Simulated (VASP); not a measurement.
# Gd: single point with PBE

Gd:

```
Gd
1.0
     3.64833    0.00000    0.00000
    -1.82416    3.15954    0.00000
     0.00000    0.00000    5.83273
Gd
2
Cartesian
  0.0000 2.1064 1.4582
  1.8242 1.0532 4.3745
```

```
Program                : VASP 6.6.1
Task                   : single point
Functional             : PBE
Potentials or basis    : VASP PAW PBE potentials, release 64 (Gd)
Cutoff                 : 520 eV
k mesh                 : 10 × 10 × 6
Occupations            : methfessel-paxton, width 0.01 eV
Spin                   : collinear spin, ferromagnetic start
Starting moments       : [7.372, 7.372] μB
Dipole correction      : no
Further INCAR settings : ALGO = Normal; EDIFF = 1e-07; NBANDS = 29
```

```
Pressure                                              : -0.1 GPa
Net moment                                            : 15.38 μB per cell
Site moments                                          : Gd +7.01 μB
Valence electrons inside the program's atomic spheres : Gd 15.18
```

Levels at points of the mesh, in eV from the Fermi level:
Spin up:
```
           k point  band 24  band 25  band 26  band 27  band 28  band 29
(0.00, 0.00, 0.00)    -2.50     0.93     1.30     1.30     1.42     1.90
(0.50, 0.00, 0.00)    -1.73    -1.29    -0.16     1.02     1.07     1.70
(0.00, 0.00, 0.50)    -3.62     0.43     0.43     1.22     1.22     1.22
(0.50, 0.00, 0.50)    -2.16    -0.50    -0.50     1.39     1.39     2.52
```
Spin down:
```tsv
k point	band 7	band 8	band 9	band 10	band 11	band 12	band 13	band 14
(0.00, 0.00, 0.00)	-20.00	-20.00	-4.14	-1.40	0.28	0.31	0.36	0.41
(0.50, 0.00, 0.00)	-20.20	-20.09	-1.04	-0.86	-0.57	0.31	0.37	0.42
(0.00, 0.00, 0.50)	-20.06	-20.06	-2.62	-2.62	0.21	0.21	0.39	0.39
(0.50, 0.00, 0.50)	-20.19	-20.19	-1.31	-1.31	0.20	0.20	0.40	0.40
```

Wall time 13 min on 1 thread of Intel Xeon 8259CL (shared host), peak memory 0.34 GiB.

Caveat: spin-orbit coupling is left out, which moves the levels of the heavy elements; semilocal functionals describe open f shells poorly, which spoils levels, moments and volumes. The state reached can hang on the start; a lower one may exist.
